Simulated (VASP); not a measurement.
# AlSi16 (a cell with a defect) in VASP: single point with PBE

Aim: the single point of AlSi16 (a cell with a defect) with PBE.

Everything below comes from runs of VASP 6.6.1. Logs are shortened: lines on timing, memory, paths and dates and some standing lists are left out, and cuts for length are marked.

## 1. The cell of the first run

The cell holds a defect, 17 atoms: a = 7.679 Å, b = 7.679 Å, c = 7.679 Å, α = 60.00°, β = 60.00°, γ = 60.00°.

## 2. Single point, PBE, collinear spin, zero start

File INCAR:

```
PREC = Accurate
ENCUT = 520
EDIFF = 1E-6
ISMEAR = 0
SIGMA = 0.05
LREAL = Auto
LASPH = T
NELM = 150
ALGO = Normal
ISIF = 2
LWAVE = F
LCHARG = F
ISPIN = 2
MAGMOM = 0 0 0 0 0 0 0 0 0 0 0 0 0 0 0 0 0
LORBIT = 11
GGA = PE
NBANDS = 52
```

File KPOINTS:

```
Automatic mesh
0
Gamma
  2 2 2
```

File POSCAR:

```
AlSi16
1.0
    0.0000000000      5.4300000000      5.4300000000
    5.4300000000      0.0000000000      5.4300000000
    5.4300000000      5.4300000000      0.0000000000
Si Al
16 1
Direct
   -0.0488808471      0.0163821363      0.0162416206
    0.1196568140      0.1141890424      0.1140547882
    0.0048795580     -0.0268976059      0.5110176796
    0.1196929098      0.1141794659      0.6520918048
    0.0048767956      0.5111526703     -0.0270314917
    0.1196870166      0.6522302947      0.1140461326
    0.0049104972      0.5111416206      0.5110084715
    0.1734494475      0.6089518416      0.6088177716
    0.4919917127     -0.0009721915     -0.0010976059
    0.5766184162      0.1412143646      0.1410852670
    0.4920280847     -0.0009803867      0.5100776243
    0.6325443831      0.1151206262      0.6261815838
    0.4920219153      0.5102075506     -0.0011049724
    0.6325418969      0.6263070902      0.1149967772
    0.5479503683      0.4841129834      0.4839890424
    0.6325751381      0.6262988950      0.6261744015
    1.0622832413      0.3126670350      0.3125302026
```

Potentials or basis: VASP PAW PBE potentials, release 64 (Si, Al).

On the command line:

```
$ cat potpaw_PBE.64/Si/POTCAR potpaw_PBE.64/Al/POTCAR > POTCAR
$ mpirun -np 1 vasp_std > vasp.out
```

OUTCAR:

```text
PREC = Accurate
   ENCUT = 520
   EDIFF = 1E-6
   ISMEAR = 0
   LREAL = Auto
   LASPH = T
   NELM = 150
   ISIF = 2
   ISPIN = 2
   LORBIT = 11
   GGA = PE

 ion  position               nearest neighbor table
   1  0.951  0.016  0.016-   4 2.30   6 2.30   2 2.30  10 2.35
   2  0.120  0.114  0.114-   1 2.30   9 2.34  17 2.41   3 2.49   5 2.49
   3  0.005  0.973  0.511-   8 2.30  12 2.34  17 2.41   4 2.49   2 2.49
   4  0.120  0.114  0.652-   1 2.30  11 2.34  17 2.41   7 2.49   3 2.49
   5  0.005  0.511  0.973-   8 2.30  14 2.34  17 2.41   2 2.49   6 2.49
   6  0.120  0.652  0.114-   1 2.30  13 2.34  17 2.41   7 2.49   5 2.49
   7  0.005  0.511  0.511-   8 2.30  16 2.34  17 2.41   4 2.49   6 2.49
   8  0.173  0.609  0.609-   3 2.30   5 2.30   7 2.30  15 2.35
   9  0.492  0.999  0.999-  10 2.33   2 2.34  14 2.34  12 2.34
  10  0.577  0.141  0.141-   9 2.33  11 2.33  13 2.33   1 2.35  17 3.22
  11  0.492  0.999  0.510-  10 2.33   4 2.34  12 2.34  16 2.34
  12  0.633  0.115  0.626-  15 2.33   3 2.34  11 2.34   9 2.34
  13  0.492  0.510  0.999-  10 2.33   6 2.34  14 2.34  16 2.34
  14  0.633  0.626  0.115-  15 2.33   5 2.34  13 2.34   9 2.34
  15  0.548  0.484  0.484-  12 2.33  14 2.33  16 2.33   8 2.35  17 3.22
  16  0.633  0.626  0.626-  15 2.33   7 2.34  11 2.34  13 2.34
  17  0.062  0.313  0.313-   5 2.41   6 2.41   4 2.41   3 2.41   7 2.41   2 2.41  15 3.22  10 3.22

  LATTYP: Found a face centered cubic cell.
 ALAT       =    10.8600000000

  Lattice vectors:

 A1 = (   0.0000000000,   5.4300000000,   5.4300000000)
 A2 = (   5.4300000000,   0.0000000000,   5.4300000000)
 A3 = (   5.4300000000,   5.4300000000,   0.0000000000)

Analysis of symmetry for initial positions (statically):
=====================================================================
 Subroutine PRICEL returns:
 Original cell was already a primitive cell.

 Routine SETGRP: Setting up the symmetry group for a
 face centered cubic supercell.

 Subroutine GETGRP returns: Found  2 space group operations
 (whereof  1 operations were pure point group operations)
 out of a pool of 48 trial point group operations.

The static configuration has the point symmetry C_1 .
 The point group associated with its full space group is C_2 .

Analysis of symmetry for dynamics (positions and initial velocities):
=====================================================================
 Subroutine PRICEL returns:
 Original cell was already a primitive cell.

 Routine SETGRP: Setting up the symmetry group for a
 face centered cubic supercell.

 Subroutine GETGRP returns: Found  2 space group operations
 (whereof  1 operations were pure point group operations)
[... 176 lines left out ...]
  free energy    TOTEN  =       -85.91309591 eV

  energy without entropy =      -85.89871092  energy(sigma->0) =      -85.90590342

 E-fermi :   6.8787     XC(G=0):  -9.6725

 val. band max:        6.7982201695   @ k =   0.0000   0.5000   0.5000
 cond. band min:       6.9100133783   @ k =   0.5000   0.5000   0.5000
 fundamental gap:      0.1117932089
 Fermi energy:         6.8787393005

 spin component 1

 k-point     1 :       0.0000    0.0000    0.0000
  band No.  band energies     occupation
      1      -5.9342      1.00000
      2      -3.5430      1.00000
      3      -3.4940      1.00000
      4      -3.4940      1.00000
      5      -3.4733      1.00000
      6      -2.0540      1.00000
[... 277 lines left out ...]
     44      10.3231      0.00000
     45      10.5091      0.00000
 Fermi energy:         6.8787393005

 spin component 2

 k-point     1 :       0.0000    0.0000    0.0000
  band No.  band energies     occupation
      1      -5.9342      1.00000
      2      -3.5430      1.00000
      3      -3.4940      1.00000
      4      -3.4940      1.00000
      5      -3.4733      1.00000
      6      -2.0540      1.00000
[... 277 lines left out ...]
     44      10.3231      0.00000
     45      10.5091      0.00000
 [bands above 45 left out]

------------------------ aborting loop because EDIFF is reached ----------------------------------------

  FORCE on cell =-STRESS in cart. coord.  units (eV):
  Direction    XX          YY          ZZ          XY          YZ          ZX
  --------------------------------------------------------------------------------------
  -------------------------------------------------------------------------------------
  Total       10.9081308     10.9087590     10.9087590      1.6602428     -1.6604990      1.6602427
  in kB       54.5797366     54.5828797     54.5828797      8.3071622     -8.3084443      8.3071617
  external PRESSURE =      54.5818320 kB  Pullay stress =       0.0000000 kB

 VOLUME and BASIS-vectors are now :
 -----------------------------------------------------------------------------
  energy-cutoff  :      520.00
  volume of cell :      320.21
      direct lattice vectors                 reciprocal lattice vectors
     0.000000000  5.430000000  5.430000000    -0.092081031  0.092081031  0.092081031
     5.430000000  0.000000000  5.430000000     0.092081031 -0.092081031  0.092081031
     5.430000000  5.430000000  0.000000000     0.092081031  0.092081031 -0.092081031

 POSITION                                       TOTAL-FORCE (eV/Angst)
 -----------------------------------------------------------------------------------
      0.17715      5.25277      5.25353         0.027578     -0.027175     -0.027509
      1.23936      1.26905      1.26978        -0.003689     -0.018419     -0.018072
      8.05877      2.80132      5.31044        -0.018593      0.017907     -0.003773
      4.16085      4.19079      1.26993         0.018593      0.003773     -0.017907
      8.05878      5.30970      2.80204        -0.018225     -0.003715      0.018153
      4.16088      1.26917      4.19151         0.018225     -0.018153      0.003715
[... 9 lines left out ...]
      6.80093      6.83501      6.83569        -0.011662      0.019641      0.020146
      3.39482      2.03524      2.03598         0.000000      0.000584     -0.000584
 -----------------------------------------------------------------------------------
    total drift:                               -0.008342     -0.008715     -0.005635

  FREE ENERGIE OF THE ION-ELECTRON SYSTEM (eV)
  ---------------------------------------------------
  free  energy   TOTEN  =       -85.9130959143 eV

  energy  without entropy=      -85.8987109214  energy(sigma->0) =      -85.90590342

 total charge

# of ion       s       p       d       tot
------------------------------------------
    1        0.755   0.955   0.000   1.710
    2        0.757   0.925   0.000   1.682
    3        0.757   0.925   0.000   1.682
    4        0.757   0.925   0.000   1.682
    5        0.757   0.925   0.000   1.682
    6        0.757   0.925   0.000   1.682
[... 9 lines left out ...]
   16        0.745   0.951   0.000   1.696
   17        0.461   0.407   0.000   0.868
--------------------------------------------------
tot         12.471  15.480   0.000  27.950

 magnetization (x)

# of ion       s       p       d       tot
------------------------------------------
    1       -0.000  -0.000   0.000  -0.000
    2        0.000   0.000   0.000   0.000
    3       -0.000  -0.000   0.000  -0.000
    4       -0.000  -0.000   0.000  -0.000
    5       -0.000  -0.000   0.000  -0.000
    6       -0.000  -0.000   0.000  -0.000
[... 9 lines left out ...]
   16        0.000   0.000   0.000   0.000
   17       -0.000  -0.000   0.000  -0.000
--------------------------------------------------
tot          0.000  -0.000   0.000   0.000
```

OSZICAR:

```text
N       E                     dE             d eps       ncg     rms          rms(c)
DAV:   1     0.153932163407E+03    0.15393E+03   -0.25185E+04  1248   0.106E+03
DAV:   2    -0.741753484213E+02   -0.22811E+03   -0.21345E+03  1516   0.162E+02
DAV:   3    -0.874120112193E+02   -0.13237E+02   -0.12967E+02  1624   0.344E+01
DAV:   4    -0.876648023982E+02   -0.25279E+00   -0.25184E+00  1560   0.583E+00
DAV:   5    -0.876708247412E+02   -0.60223E-02   -0.60179E-02  1584   0.873E-01    0.143E+01
DAV:   6    -0.864039573714E+02    0.12669E+01   -0.81023E-01  1464   0.272E+00    0.876E+00
DAV:   7    -0.859036435976E+02    0.50031E+00   -0.13456E+00  1424   0.326E+00    0.831E-01
DAV:   8    -0.859105425030E+02   -0.68989E-02   -0.96411E-02  1520   0.104E+00    0.494E-01
DAV:   9    -0.859120303709E+02   -0.14879E-02   -0.71171E-03  1464   0.273E-01    0.209E-01
DAV:  10    -0.859128558787E+02   -0.82551E-03   -0.11700E-03  1504   0.109E-01    0.950E-02
DAV:  11    -0.859130654314E+02   -0.20955E-03   -0.21524E-04  1488   0.514E-02    0.348E-02
DAV:  12    -0.859130922128E+02   -0.26781E-04   -0.26722E-05  1504   0.177E-02    0.147E-02
DAV:  13    -0.859130949770E+02   -0.27642E-05   -0.22450E-06  1240   0.524E-03    0.557E-03
DAV:  14    -0.859130959143E+02   -0.93727E-06   -0.11549E-06  1040   0.374E-03
   1 F= -.85913096E+02 E0= -.85905903E+02  d E =-.143850E-01  mag=    -0.0000
```

stdout:

```text
POSCAR found type information on POSCAR SiAl
 POSCAR found :  2 types and      17 ions
 scaLAPACK will be used
 LDA part: xc-table for (Slater+PW92), standard interpolation
 POSCAR, INCAR and KPOINTS ok, starting setup
 FFT: planning ... GRIDC
 FFT: planning ... GRID_SOFT
 FFT: planning ... GRID
 WAVECAR not read
 entering main loop
```

Run time: 2.9 min. Hardware: 1 thread of Intel Xeon 6975P-C (Granite Rapids), shared host; peak memory 0.69 GiB.

Results:

```
Free energy                                           : -85.9131 eV
Pressure                                              : 5.5 GPa
Largest force                                         : 0.064 eV/Å
Net moment                                            : 0.00 μB per cell
Valence electrons inside the program's atomic spheres : Si 1.71, 1.68, 1.70; Al 0.87
```

Forces on the atoms (eV/Å):
```
Si   0.028 -0.027 -0.028
Si  -0.004 -0.018 -0.018
Si  -0.019  0.018 -0.004
Si   0.019  0.004 -0.018
Si  -0.018 -0.004  0.018
Si   0.018 -0.018  0.004
Si   0.004  0.018  0.018
Si  -0.028  0.028  0.027
Si   0.012 -0.020 -0.020
Si   0.037 -0.037 -0.037
Si   0.020 -0.012 -0.020
Si  -0.020  0.020  0.012
Si   0.020 -0.020 -0.012
Si  -0.020  0.012  0.020
Si  -0.037  0.037  0.037
Si  -0.012  0.020  0.020
Al   0.000  0.001 -0.001
```

Levels at points of the mesh, in eV from the Fermi level:
Spin up:
```tsv
k point	band 31	band 32	band 33	band 34	band 35	band 36
(0.00, 0.00, 0.00)	-1.03	-0.76	-0.76	-0.61	-0.18	-0.18
(0.50, 0.00, 0.00)	-1.41	-1.41	-0.47	0.24	0.33	0.33
(0.00, 0.50, 0.00)	-1.50	-1.44	-0.32	0.03	0.40	0.53
(0.50, 0.50, 0.50)	-1.50	-1.44	-0.32	0.03	0.40	0.53
(0.50, 0.50, 0.00)	-2.02	-1.86	-0.08	0.04	0.95	1.47
(0.00, 0.50, 0.50)	-2.02	-1.86	-0.08	0.04	0.95	1.47
```
Spin down:
```tsv
k point	band 30	band 31	band 32	band 33	band 34	band 35	band 36	band 37
(0.00, 0.00, 0.00)	-1.40	-1.03	-0.76	-0.76	-0.61	-0.18	-0.18	0.10
(0.50, 0.00, 0.00)	-1.50	-1.41	-1.41	-0.47	0.24	0.33	0.33	1.08
(0.00, 0.50, 0.00)	-1.51	-1.50	-1.44	-0.32	0.03	0.40	0.53	0.79
(0.50, 0.50, 0.50)	-1.51	-1.50	-1.44	-0.32	0.03	0.40	0.53	0.79
(0.50, 0.50, 0.00)	-2.06	-2.02	-1.86	-0.08	0.04	0.95	1.47	1.50
(0.00, 0.50, 0.50)	-2.06	-2.02	-1.86	-0.08	0.04	0.95	1.47	1.50
```

Caveat: the k points lie up to 0.50 Å⁻¹ apart.
